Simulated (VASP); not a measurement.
LiH5:

```
CELL_PARAMETERS angstrom
4.16938 0.00000 0.00000
-2.08469 3.61079 0.00000
0.00000 0.00000 3.26175
ATOMIC_POSITIONS crystal
Li 0.00000 0.00000 0.89905
H 0.66667 0.33333 0.01898
H 0.50900 0.01801 0.43820
H 0.50900 0.49100 0.43820
H 0.98199 0.49100 0.43820
H 0.33333 0.66667 0.26737
```

* Program: VASP 6.6.1
* Task: relaxation of cell and atoms
* Functional: PBE
* Potentials or basis: VASP PAW PBE potentials, release 64 (Li_sv, H)
* Cutoff: 600 eV
* k mesh: 6 × 6 × 6
* Occupations: gaussian, width 0.1 eV
* Spin: no spin polarisation

At the start: pressure -11.8 GPa; volume 8.18 Å³/atom.

**Question.** How do energy, volume and symmetry change on relaxing?

**Answer.** Over 31 steps the energy falls by 240.2 meV/atom and the volume is 5.12 Å³/atom (-37.5 %); space group P3m1 (No. 156, to 0.1 Å) before, P-6m2 (No. 187, to 0.1 Å).

The path:
```csv
step,energy change (eV),largest force (eV/Å),pressure (GPa),volume (Å³)
1,0.0000,1.8052,-11.76,49.10
2,-0.4874,1.5043,-10.54,44.96
3,-1.2315,0.4451,-3.27,35.30
4,-1.2732,0.5883,0.79,32.53
5,-1.3373,0.1354,-0.12,32.09
6,-1.3431,0.1731,-0.37,31.92
7,-1.3484,0.1644,-0.37,31.79
8,-1.3612,0.1218,-0.29,31.40
9,-1.3721,0.0477,0.11,30.60
10,-1.3745,0.0562,0.14,30.64
11,-1.3763,0.1990,0.34,30.73
12,-1.3767,0.1580,0.28,30.71
13,-1.3771,0.1616,0.27,30.72
14,-1.3783,0.1739,0.23,30.75
15,-1.3812,0.2014,0.16,30.80
16,-1.3872,0.2354,0.02,30.91
17,-1.3851,0.2470,-0.10,31.12
18,-1.3889,0.2388,-0.05,31.01
19,-1.3921,0.2296,-0.13,31.05
20,-1.3983,0.2669,-0.35,31.16
21,-1.4061,0.2678,-0.39,31.16
22,-1.4212,0.2417,-0.47,31.13
23,-1.4226,0.2270,-0.48,31.12
24,-1.4277,0.1965,-0.33,31.05
25,-1.4358,0.1090,0.14,30.84
26,-1.4363,0.0847,0.29,30.78
27,-1.4383,0.0636,0.09,30.83
28,-1.4400,0.0562,-0.27,30.91
29,-1.4400,0.0560,-0.30,30.92
30,-1.4409,0.0465,-0.15,30.84
31,-1.4414,0.0316,0.09,30.71
```

Final structure:
```
CELL_PARAMETERS angstrom
3.53850 0.00000 0.00000
-1.76925 3.06443 0.00000
0.00000 0.00000 2.83204
ATOMIC_POSITIONS crystal
Li 0.00000 0.00000 0.92729
H 0.66667 0.33333 0.91504
H 0.52129 0.04258 0.41523
H 0.52129 0.47871 0.41523
H 0.95742 0.47871 0.41523
H 0.33333 0.66667 0.41197
```

Caveat: the cutoff is under 1.25 times the usual one of these potentials, so pressure, stress and relaxed cells hold a basis-set (Pulay) error; the volume moved by over 15 % at a fixed basis, so the end points are rough.
